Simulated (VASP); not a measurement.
# SnO2 (I4_1/amd) in VASP: single point with PBE

Aim: the single point of SnO2 with PBE.

Program: VASP 6.6.1. These are calculated values, not measurements. Logs are shortened: lines on timing, memory, paths and dates and some standing lists are left out, and cuts for length are marked.

## (1) The cell of the first run

Symmetry: I4_1/amd, No. 141, tetragonal system. The conventional cell has a = 4.052 Å, b = 4.052 Å, c = 10.364 Å, α = 90.00°, β = 90.00°, γ = 90.00°. Sn (site symmetry -4m2) has 6 O at 2.09 to 2.10 Å within 2.8 Å. Within 2.8 Å of O (site symmetry 2mm) lie 3 Sn at 2.09 to 2.10 Å and 2 O at 2.58 Å.

## (2) Single point, PBE

Input file INCAR:

```
SYSTEM = SnO2
PREC = Accurate ; ENCUT = 520
EDIFF = 1E-7 ; ISMEAR = 0
SIGMA = 0.02 ; LREAL = .FALSE.
LASPH = .TRUE. ; NELM = 100
ALGO = Normal ; ISIF = 2
LWAVE = .FALSE. ; LCHARG = .FALSE.
GGA = PE ; NBANDS = 35
```

Input file KPOINTS:

```
Automatic mesh
0
G
  10 10 10
  0 0 0
```

Input file POSCAR:

```
SnO2
1.0
   -2.0261726157      2.0261726157      5.1817904595
    2.0261726157     -2.0261726157      5.1817904595
    2.0261726157      2.0261726157     -5.1817904595
Sn O
2 4
Direct
    0.5000000000      0.5000000000      0.0000000000
    0.2500000000      0.7500000000      0.5000000000
    0.4523952938      0.9523952938      0.5000000000
    0.2976047062      0.2976047062      0.0000000000
    0.0476047062      0.5476047062      0.5000000000
    0.7023952938      0.7023952938      0.0000000000
```

Potentials or basis: VASP PAW PBE potentials, release 64 (Sn_d, O).

Command:

```sh
$ cat potpaw_PBE.64/Sn_d/POTCAR potpaw_PBE.64/O/POTCAR > POTCAR
$ mpirun -np 1 vasp_std > vasp.out
```

OUTCAR:

```text
SYSTEM = SnO2
   PREC = Accurate
   ENCUT = 520
   EDIFF = 1E-7
   ISMEAR = 0
   LREAL = .FALSE.
   LASPH = .TRUE.
   NELM = 100
   ISIF = 2
   GGA = PE

 ion  position               nearest neighbor table
   1  0.500  0.500  0.000-   5 2.09   3 2.09   5 2.09   3 2.09   4 2.10   6 2.10   2 3.29   2 3.29
                             2 3.29   2 3.29
   2  0.250  0.750  0.500-   4 2.09   6 2.09   4 2.09   6 2.09   5 2.10   3 2.10   1 3.29   1 3.29
                             1 3.29   1 3.29
   3  0.452  0.952  0.500-   1 2.09   1 2.09   2 2.10
   4  0.298  0.298  0.000-   2 2.09   2 2.09   1 2.10
   5  0.048  0.548  0.500-   1 2.09   1 2.09   2 2.10
   6  0.702  0.702  0.000-   2 2.09   2 2.09   1 2.10

  LATTYP: Found a body centered tetragonal cell.
 ALAT       =     4.0523452314
 C/A-ratio  =     2.5574279404

  Lattice vectors:

 A1 = (  -2.0261726157,   2.0261726157,   5.1817904595)
 A2 = (   2.0261726157,  -2.0261726157,   5.1817904595)
 A3 = (   2.0261726157,   2.0261726157,  -5.1817904595)

Analysis of symmetry for initial positions (statically):
=====================================================================
 Subroutine PRICEL returns:
 Original cell was already a primitive cell.

 Routine SETGRP: Setting up the symmetry group for a
 body centered tetragonal supercell.

 Subroutine GETGRP returns: Found 16 space group operations
 (whereof  8 operations were pure point group operations)
 out of a pool of 16 trial point group operations.

The static configuration has the point symmetry D_2d.
 The point group associated with its full space group is D_4h.

Analysis of symmetry for dynamics (positions and initial velocities):
=====================================================================
 Subroutine PRICEL returns:
 Original cell was already a primitive cell.

 Routine SETGRP: Setting up the symmetry group for a
 body centered tetragonal supercell.

 Subroutine GETGRP returns: Found 16 space group operations
 (whereof  8 operations were pure point group operations)
 out of a pool of 16 trial point group operations.

The dynamic configuration has the point symmetry D_2d.
 The point group associated with its full space group is D_4h.

 Subroutine INISYM returns: Found 16 space group operations
 (whereof  8 operations are pure point group operations),
 and found     1 'primitive' translations

----------------------------------------------------------------------------------------

                                     Primitive cell

  volume of cell :      85.0928

  direct lattice vectors                    reciprocal lattice vectors
    -2.026172616  2.026172616  5.181790460     0.000000000  0.246770683  0.096491744
     2.026172616 -2.026172616  5.181790460     0.246770683  0.000000000  0.096491744
     2.026172616  2.026172616 -5.181790460     0.246770683  0.246770683  0.000000000

  length of vectors
     5.921292368  5.921292368  5.921292368     0.264964954  0.264964954  0.348986447

  position of ions in fractional coordinates (direct lattice)
     0.500000000  0.500000000  0.000000000
     0.250000000  0.750000000  0.500000000
     0.452395294  0.952395294  0.500000000
     0.297604706  0.297604706  0.000000000
     0.047604706  0.547604706  0.500000000
     0.702395294  0.702395294  0.000000000

  ion indices of the primitive-cell ions
   primitive index   ion index
                 1           1
                 2           2
                 3           3
                 4           4
                 5           5
                 6           6

----------------------------------------------------------------------------------------

 KPOINTS: Automatic mesh

Automatic generation of k-mesh.
 Grid dimensions read from file:
 generate k-points for:   10   10   10

 Generating k-lattice:

  Cartesian coordinates                     Fractional coordinates (reciprocal lattice)
     0.000000000  0.024677068  0.009649174     0.100000000 -0.000000000  0.000000000
     0.024677068  0.000000000  0.009649174    -0.000000000  0.100000000  0.000000000
     0.024677068  0.024677068  0.000000000     0.000000000  0.000000000  0.100000000

  Length of vectors
     0.026496495  0.026496495  0.034898645

  Shift w.r.t. Gamma in fractional coordinates (k-lattice)
     0.000000000  0.000000000  0.000000000

 Subroutine IBZKPT returns following result:
 ===========================================

 Found    102 irreducible k-points:

 Following reciprocal coordinates:
            Coordinates               Weight
  0.000000  0.000000  0.000000      1.000000
  0.100000  0.000000  0.000000      8.000000
  0.200000  0.000000  0.000000      8.000000
  0.300000 -0.000000  0.000000      8.000000
  0.400000 -0.000000  0.000000      8.000000
  0.500000  0.000000  0.000000      4.000000
[... 16 lines left out ...]
  0.300000  0.300000  0.000000      8.000000
  0.400000  0.300000  0.000000     16.000000
 [... further k-points ...]
   k-points           NKPTS =    102   k-points in BZ     NKDIM =    102   number of bands    NBANDS=     35
   number of dos      NEDOS =    301   number of ions     NIONS =      6
   total plane-waves  NPLWV = 110592
   dimension x,y,z NGX =    48 NGY =   48 NGZ =   48
   dimension x,y,z NGXF=    96 NGYF=   96 NGZF=   96
   ions per type =               2   4
   NGX,Y,Z   is equivalent  to a cutoff of  13.48, 13.48, 13.48 a.u.
   NGXF,Y,Z  is equivalent  to a cutoff of  26.95, 26.95, 26.95 a.u.
 SYSTEM =  SnO2
   PREC   = accura    normal or accurate (medium, high low for compatibility)
   ISTART =      0    job   : 0-new  1-cont  2-samecut
   ICHARG =      2    charge: 1-file 2-atom 10-const
   ISPIN  =      1    spin polarized calculation?
   LNONCOLLINEAR =      F non collinear calculations
   LSORBIT =      F    spin-orbit coupling
   LASPH  =      T    aspherical Exc in radial PAW
   ENCUT  =  520.0 eV  38.22 Ry    6.18 a.u.  11.01 11.01 11.01*2*pi/ulx,y,z
   NELM   =    100;   NELMIN=  2; NELMDL= -5     # of ELM steps
   EDIFF  = 0.1E-06   stopping-criterion for ELM
   LREAL  =      F    real-space projection
   EDIFFG = 0.1E-05   stopping-criterion for IOM
   NSW    =      0    number of steps for IOM
   IBRION =     -1    ionic relax: 0-MD 1-quasi-New 2-CG
   NFREE  =      0    steps in history (QN), initial steepest desc. (CG)
   ISIF   =      2    stress and relaxation
   ISYM   =      2    0-nonsym 1-usesym 2-fastsym
   POTIM  = 0.5000    time-step for ionic-motion
   TEBEG  =    0.0;   TEEND  =   0.0 temperature during run
   PSTRESS=    0.0 pullay stress
   NELECT =      52.0000    total number of electrons
   NUPDOWN=      -1.0000    fix difference up-down
   EMIN   =  10.00;   EMAX   =-10.00  energy-range for DOS
   EFERMI =   0.00;   METHOD = LEGACY
   ISMEAR =     0;   SIGMA  =   0.02  broadening in eV -4-tet -1-fermi 0-gaus
   EFERMI_NEDOS =   21; number of points for ismear=-14 and -15
   IALGO  =     38    algorithm
   IMIX   =      4    mixing-type and parameters
     AMIX     =   0.40;   BMIX     =  1.00
     AMIX_MAG =   1.60;   BMIX_MAG =  1.00
  volume/ion in A,a.u.               =      14.18        95.71
  Fermi-wavevector in a.u.,A,eV,Ry     =   1.389243  2.625290 26.259210  1.929997
  Thomas-Fermi vector in A             =   2.513293
   LORBIT       =      0    0 simple, 1 ext, 2 COOP (PROOUT), +10 PAW based schemes
   GGA     = PE    functional components
   LHFCALC =     F    Hartree Fock is set to
   AEXX    =    0.0000 exact exchange contribution
   IVDW    =     0    specifies the selected vdW correction
   LEPSILON=     F    determine dielectric tensor
   LRPA    =     F    only Hartree local field effects (RPA)
 non-spin polarized calculation
 Gauss-broadening in eV      SIGMA  =   0.02
  energy-cutoff  :      520.00
  volume of cell :       85.09
 maximum number of plane-waves:      2315
 NGX is ok and might be reduce to    48
   NGX = 21   NGY = 21   NGZ = 21

 number of electron      52.0000000 magnetization

 Free energy of the ion-electron system (eV)
  ---------------------------------------------------
  ext. energy  EPLUGINS =         0.00000000
  ---------------------------------------------------
  free energy    TOTEN  =       -36.96971958 eV

  energy without entropy =      -36.96971958  energy(sigma->0) =      -36.96971958

 E-fermi :   3.7675     XC(G=0): -10.1005

 val. band max:        3.6758351645   @ k =  -0.4000   0.4000   0.0000
 cond. band min:       4.9836110768   @ k =   0.0000   0.0000   0.0000
 fundamental gap:      1.3077759122
 Fermi energy:         3.7675385719

 k-point     1 :       0.0000    0.0000    0.0000
  band No.  band energies     occupation
      1     -16.7035      2.00000
      2     -16.6748      2.00000
      3     -16.5617      2.00000
      4     -16.0812      2.00000
      5     -15.9969      2.00000
      6     -15.9969      2.00000
[... 27 lines left out ...]
     34      15.6816      0.00000
     35      15.6821      0.00000

 k-point     2 :       0.1000    0.0000    0.0000
  band No.  band energies     occupation
      1     -16.7222      2.00000
      2     -16.6260      2.00000
      3     -16.5501      2.00000
      4     -16.0846      2.00000
      5     -15.9990      2.00000
      6     -15.9947      2.00000
[... 27 lines left out ...]
     34      15.3076      0.00000
     35      15.5131      0.00000

 k-point     3 :       0.2000    0.0000    0.0000
  band No.  band energies     occupation
      1     -16.7292      2.00000
      2     -16.5663      2.00000
      3     -16.4914      2.00000
      4     -16.0939      2.00000
      5     -16.0042      2.00000
      6     -15.9889      2.00000
[... 27 lines left out ...]
     34      14.8557      0.00000
     35      15.1439      0.00000

 k-point     4 :       0.3000   -0.0000    0.0000
  band No.  band energies     occupation
      1     -16.7288      2.00000
      2     -16.5291      2.00000
      3     -16.3881      2.00000
      4     -16.1063      2.00000
      5     -16.0102      2.00000
      6     -15.9810      2.00000
[... 27 lines left out ...]
     34      14.8054      0.00000
     35      15.2103      0.00000

 k-point     5 :       0.4000   -0.0000    0.0000
  band No.  band energies     occupation
      1     -16.7283      2.00000
      2     -16.5006      2.00000
      3     -16.3021      2.00000
      4     -16.1171      2.00000
      5     -16.0147      2.00000
      6     -15.9714      2.00000
[... 638 lines left out ...]
 k-point    22 :      -0.2000    0.2000    0.0000
  band No.  band energies     occupation
      1     -16.6424      2.00000
      2     -16.5265      2.00000
      3     -16.4204      2.00000
      4     -16.1626      2.00000
      5     -16.0049      2.00000
      6     -15.9725      2.00000
[... 27 lines left out ...]
     34      14.6124      0.00000
     35      15.1998      0.00000

 k-point    23 :       0.3000    0.3000    0.0000
  band No.  band energies     occupation
      1     -16.6187      2.00000
      2     -16.5001      2.00000
      3     -16.2317      2.00000
      4     -16.0647      2.00000
      5     -16.0192      2.00000
      6     -15.9470      2.00000
[... 27 lines left out ...]
     34      14.7638      0.00000
     35      15.9238      0.00000

 k-point    24 :       0.4000    0.3000    0.0000
  band No.  band energies     occupation
      1     -16.5729      2.00000
      2     -16.4590      2.00000
      3     -16.1909      2.00000
      4     -16.0735      2.00000
      5     -16.0201      2.00000
      6     -15.9287      2.00000
[... 27 lines left out ...]
     34      14.8137      0.00000
     35      16.1457      0.00000

 [... further k-points ...]
[... 5 lines left out ...]
  --------------------------------------------------------------------------------------
  -------------------------------------------------------------------------------------
  Total        0.2419209      0.2419209      0.3617365      0.0000000      0.0000000      0.0000000
  in kB        4.5550295      4.5550295      6.8109888      0.0000000      0.0000000      0.0000000
  external PRESSURE =       5.3070159 kB  Pullay stress =       0.0000000 kB

 VOLUME and BASIS-vectors are now :
 -----------------------------------------------------------------------------
  energy-cutoff  :      520.00
  volume of cell :       85.09
      direct lattice vectors                 reciprocal lattice vectors
    -2.026172616  2.026172616  5.181790460     0.000000000  0.246770683  0.096491744
     2.026172616 -2.026172616  5.181790460     0.246770683  0.000000000  0.096491744
     2.026172616  2.026172616 -5.181790460     0.246770683  0.246770683  0.000000000

 POSITION                                       TOTAL-FORCE (eV/Angst)
 -----------------------------------------------------------------------------------
      0.00000      0.00000      5.18179        -0.000000     -0.000000      0.000000
      2.02617      0.00000      2.59090        -0.000000     -0.000000      0.000000
      2.02617      0.00000      4.68844         0.000000     -0.000000      0.025368
      0.00000      0.00000      3.08425        -0.000000      0.000000     -0.025368
      2.02617      0.00000      0.49336         0.000000     -0.000000     -0.025368
      0.00000      0.00000      7.27933        -0.000000      0.000000      0.025368
 -----------------------------------------------------------------------------------
    total drift:                                0.000000      0.000000      0.000000

  FREE ENERGIE OF THE ION-ELECTRON SYSTEM (eV)
  ---------------------------------------------------
  free  energy   TOTEN  =       -36.9697195825 eV

  energy  without entropy=      -36.9697195825  energy(sigma->0) =      -36.96971958
```

Run time: 19 min. Hardware: 1 thread of AMD EPYC 7R13, shared host; peak memory 0.44 GiB.

Results:

- Free energy: -36.9697 eV
- Pressure: 0.5 GPa
- Largest force: 0.025 eV/Å
- Band gap on the k mesh: 1.31 eV, indirect (least direct gap 1.64 eV)

Forces in eV/Å, atoms in the order of the input:
```
Sn   0.000  0.000  0.000
Sn   0.000  0.000  0.000
O    0.000  0.000  0.025
O    0.000  0.000 -0.025
O    0.000  0.000 -0.025
O    0.000  0.000  0.025
```

Levels at points of the mesh, in eV from the valence-band top:
```tsv
k point	band 23	band 24	band 25	band 26	band 27	band 28	band 29	band 30
(0.00, 0.00, 0.00)	-0.63	-0.63	-0.34	-0.34	1.31	5.27	9.28	9.60
(0.50, 0.00, 0.00)	-0.72	-0.71	-0.52	-0.39	4.58	5.89	7.75	8.38
(0.50, 0.50, 0.00)	-0.79	-0.79	-0.05	-0.05	6.89	6.89	7.49	7.49
(0.50, 0.50, 0.50)	-0.97	-0.97	-0.24	-0.24	3.95	3.95	7.63	7.63
```

Caveat: spin-orbit coupling is left out, which moves the levels of the heavy elements. A k mesh can miss the band edges.
